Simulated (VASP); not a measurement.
Runs of VASP 6.6.1 on MgTe5. The structure is that of space group P-62m (No. 189), or close to it. The cells are those of the table. 

```csv
task,cell,k mesh,cutoff (eV),gap on the mesh (eV),pressure (GPa),relaxed volume (Å³/atom),largest force (eV/Å)
relaxation of cell and atoms,"relaxed from a = 6.515, b = 6.515, c = 5.974 Å, angles 90.0, 90.0, 120.0°, 6 atoms",3 × 3 × 4,600,none,-0.1,(a),0.01
relaxation of cell and atoms,"relaxed from a = 7.147, b = 7.147, c = 4.145 Å, angles 90.0, 90.0, 120.0°, 6 atoms",6 × 6 × 10,600,none,0.0,30.64,-
single point,"a = 7.163, b = 7.163, c = 4.139 Å, angles 90.0, 90.0, 120.0°, 6 atoms",6 × 6 × 10,520,none,-0.1,-,-
single point,"a = 7.147, b = 7.147, c = 4.145 Å, angles 90.0, 90.0, 120.0°, 6 atoms",3 × 3 × 4,520,none,-0.1,-,0.04
single point,"a = 6.515, b = 6.515, c = 5.974 Å, angles 90.0, 90.0, 120.0°, 6 atoms",3 × 3 × 4,520,none,-7.0,-,(b)
```

Alike in all rows: level PBE; potentials or basis VASP PAW PBE potentials, release 64 (Mg, Te); no spin polarisation; smearing gaussian 0.1 eV.

Task: Estimate the missing entries.

Result: (a) 30.58; (b) 0.44.

Caveats: some runs use coarse meshes; spin-orbit coupling is left out, which moves the levels of the heavy elements; the volume moved by over 15 % at a fixed basis, so the end points are rough (some runs).

A k mesh can miss the band edges, and the runs leave out spin-orbit coupling on Te.

A gap of «none» marks levels without a gap at the run's occupations.
